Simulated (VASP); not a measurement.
Wanted: the native input for a VASP 6.6.1 run.

```
Task                   : electric field gradients
Functional             : PBE
Potentials or basis    : VASP PAW PBE potentials, release 64 (Ta_pv, N)
Cutoff                 : 520 eV
k mesh                 : 9 × 9 × 9
Occupations            : fermi-dirac, width 0.02 eV
Spin                   : no spin polarisation
Dipole correction      : no
Further INCAR settings : ALGO = Normal; EDIFF = 1e-08; NBANDS = 15
```

The structure of TaN lies in POSCAR:

```
TaN
1.0
    0.0000000000      2.1790000000      2.1136300000
    2.1790000000      0.0000000000      2.1136300000
    2.1790000000      2.1790000000      0.0000000000
Ta N
1 1
Direct
    0.5000000000      0.5000000000      0.5000000000
    0.0000000000      0.0000000000      0.0000000000
```

This cell differs from its parent crystal: zz strain of -3 %.

One way to write it, as run:

INCAR

```
ALGO = Normal
EDIFF = 1E-8
ENCUT = 520
GGA = PE
GGA_COMPAT = F
ISIF = 2
ISMEAR = -1
LASPH = T
LCHARG = F
LEFG = T
LREAL = F
LWAVE = F
NBANDS = 15
NELM = 120
PREC = Accurate
SIGMA = 0.02
```

KPOINTS

```
k-points
0
Gamma
  9 9 9
```

Potentials or basis: VASP PAW PBE potentials, release 64 (Ta_pv, N).

Run with:

```console
$ cat potpaw_PBE.64/Ta_pv/POTCAR potpaw_PBE.64/N/POTCAR > POTCAR
$ mpirun -np 1 vasp_std > vasp.out
```

Results of the run:

```yaml
Pressure: 29.3 GPa
Band_gap_on_the_k_mesh: zero (band 8 reaches 11.86 eV, above the bottom of band 9 at 7.83 eV)
```

Caveat: the cell differs from its parent crystal (zz strain of -3 %); without QUAD_EFG the Cq values of the log hold for a quadrupole moment of 1 mb, not for the nuclei; spin-orbit coupling is left out, which moves the levels of the heavy elements.

Wall time 8.2 s on 1 thread of Intel(R) Xeon(R) 6975P-C (Granite Rapids), with other jobs on the host, peak memory 0.15 GiB.
